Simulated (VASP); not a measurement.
Write the native input for VASP 6.6.1 that does the following.

```yaml
Task: single point
Functional: PBE
Potentials_or_basis: VASP PAW PBE potentials, release 64 (Sr_sv, O)
Cutoff: 520 eV
k_mesh: 8 × 8 × 8
Occupations: gaussian, width 0.02 eV
Spin: no spin polarisation
Dipole_correction: no
Further_INCAR_settings: ALGO = Normal; EDIFF = 1e-07; NBANDS = 15
```

The structure of SrO lies in POSCAR:

```
SrO
1.0
    0.2055840000      2.7408458880      2.7408458880
    2.7408458880      0.2055840000      2.7408458880
    2.7408458880      2.7408458880      0.2055840000
Sr O
1 1
Direct
    0.0000000000      0.0000000000      0.0000000000
    0.5000000000      0.5000000000      0.5000000000
```

This cell differs from its parent crystal: strained.

These files were run (other wordings do the same):

INCAR

```
  PREC = Accurate
  ENCUT = 520
  EDIFF = 1E-7
  ISMEAR = 0
  SIGMA = 0.02
  LREAL = False
  LASPH = True
  NELM = 100
  ALGO = Normal
  ISIF = 2
  LWAVE = False
  LCHARG = False
  GGA = PE
  NBANDS = 15
```

KPOINTS

```
Automatic mesh
0
Gamma
  8 8 8
```

Potentials or basis: VASP PAW PBE potentials, release 64 (Sr_sv, O).

Launch:

```bash
$ cat potpaw_PBE.64/Sr_sv/POTCAR potpaw_PBE.64/O/POTCAR > POTCAR
$ mpirun -np 1 vasp_std > vasp.out
```

It gave:

```
Pressure               : -3.2 GPa
Band gap on the k mesh : 3.07 eV, indirect (least direct gap 3.16 eV)
```

Caveat: the cell differs from its parent crystal (strained).

Wall time 45 s on 1 thread of Intel(R) Xeon(R) Platinum 8259CL CPU @ 2.50GHz (Skylake/Cascade Lake) (shared host), peak memory 0.19 GiB.
